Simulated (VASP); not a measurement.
Write the native input for VASP 6.6.1 that does the following.

```
Task                   : single point
Functional             : r2SCAN
Potentials or basis    : VASP PAW PBE potentials, release 64 (P)
Cutoff                 : 520 eV
k mesh                 : 8 × 8 × 8
Occupations            : gaussian, width 0.1 eV
Spin                   : no spin polarisation
Dipole correction      : no
Further INCAR settings : ALGO = Normal; EDIFF = 1e-06; NBANDS = 12
```

Crystal: P.

```
CELL_PARAMETERS angstrom
-1.69151 2.51517 1.85894
1.69151 -2.51517 1.85894
1.69151 2.51517 -1.85894
ATOMIC_POSITIONS crystal
P 0.80331 0.05331 0.75000
P 0.19669 0.94669 0.25000
```

These files were run (other wordings do the same):

POSCAR

```
P
1.0
   -1.6915100431      2.5151650373      1.8589441358
    1.6915100431     -2.5151650373      1.8589441358
    1.6915100431      2.5151650373     -1.8589441358
P
2
Direct
    0.8033091100      0.0533091100      0.7500000000
    0.1966908900      0.9466908900      0.2500000000
```

INCAR.step1

```
SYSTEM = P
PREC = Accurate ; ENCUT = 520
ISMEAR = 0 ; SIGMA = 0.1
LREAL = .FALSE. ; LASPH = .TRUE.
NELM = 100 ; NBANDS = 12
GGA = PE ; ALGO = Normal
EDIFF = 1E-4 ; LWAVE = .TRUE.
LCHARG = .FALSE.
```

INCAR.step2

```
SYSTEM = P
PREC = Accurate ; ENCUT = 520
EDIFF = 1E-6 ; ISMEAR = 0
SIGMA = 0.1 ; LREAL = .FALSE.
LASPH = .TRUE. ; NELM = 100
ALGO = Normal ; ISIF = 2
LWAVE = .FALSE. ; LCHARG = .FALSE.
METAGGA = R2SCAN ; LMIXTAU = .TRUE.
NBANDS = 12 ; ISTART = 1
```

KPOINTS

```
regular mesh
0
G
  8 8 8
  0 0 0
```

Potentials or basis: VASP PAW PBE potentials, release 64 (P).

Command:

```console
$ cat potpaw_PBE.64/P/POTCAR > POTCAR
$ cp INCAR.step1 INCAR
$ mpirun -np 1 vasp_std > vasp.out
$ cp INCAR.step2 INCAR
$ mpirun -np 1 vasp_std > vasp.out
```

Results of the run:

```json
{"Pressure": "1.0 GPa", "Largest force": "0.069 eV/Å", "Band gap on the k mesh": "zero (band 5 reaches 9.40 eV, above the bottom of band 6 at 8.71 eV)"}
```

Caveat: the PAW data sets were made with another functional, which shifts forces and pressure a little.

It took 2.1 min on 1 thread of Intel(R) Xeon(R) Platinum 8488C (Sapphire Rapids) (shared host), peak memory 0.17 GiB.
